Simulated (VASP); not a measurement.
Al3H2: single point with PBE

Crystal: Al3H2.

```
Al H
1.0
     2.85671    0.00000    0.00000
    -1.42835    2.47398    0.00000
     0.00000    0.00000    8.45190
Al H
3 2
Direct
  0.00000 0.00000 0.00000
  0.33333 0.66667 0.36760
  0.66667 0.33333 0.63240
  0.00000 0.00000 0.78489
  0.00000 0.00000 0.21511
```

This cell differs from its parent crystal: with an interstitial atom.

```
Program             : VASP 6.6.1
Task                : single point
Functional          : PBE
Potentials or basis : VASP PAW PBE potentials, release 64 (Al, H)
Cutoff              : 520 eV
k mesh              : 6 × 6 × 2
Occupations         : gaussian, width 0.2 eV
Spin                : no spin polarisation
```

- Pressure: -0.1 GPa
- Largest force: 0.019 eV/Å
- Band gap on the k mesh: zero (an odd number of electrons rules out a gap without spin polarisation)

Forces on the atoms (eV/Å):
```
Al   0.000  0.000  0.000
Al   0.000  0.000 -0.019
Al   0.000  0.000  0.019
H    0.000  0.000  0.006
H    0.000  0.000 -0.006
```

Stress tensor (GPa, compression positive):
```
-0.16  0.00  0.00
 0.00 -0.16  0.00
 0.00  0.00 -0.06
```

Levels at points of the mesh, in eV from the Fermi level:
| k point | band 1 | band 2 | band 3 | band 4 | band 5 | band 6 | band 7 | band 8 | band 9 | band 10 |
| --- | --- | --- | --- | --- | --- | --- | --- | --- | --- | --- |
| (0.00, 0.00, 0.00) | -11.63 | -10.00 | -9.02 | -4.20 | -2.87 | 5.29 | 5.94 | 10.05 | 10.87 | 10.87 |
| (0.50, 0.00, 0.00) | -6.98 | -6.09 | -4.87 | -3.39 | -2.94 | -1.97 | 0.95 | 1.85 | 2.67 | 4.22 |
| (0.00, 0.00, 0.50) | -11.31 | -10.91 | -7.13 | -6.83 | 0.24 | 1.33 | 9.06 | 9.56 | 11.02 | 11.02 |
| (0.50, 0.00, 0.50) | -6.64 | -6.60 | -4.74 | -3.64 | -2.48 | -1.01 | -0.57 | 0.65 | 4.15 | 5.89 |

Wall time 6.1 s on 1 thread of Intel(R) Xeon(R) 6975P-C (Granite Rapids), on a shared host, peak memory 0.18 GiB.

Caveat: the k points lie up to 0.42 Å⁻¹ apart, too coarse for converged energies and pressures of a metal; the cell differs from its parent crystal (with an interstitial atom).
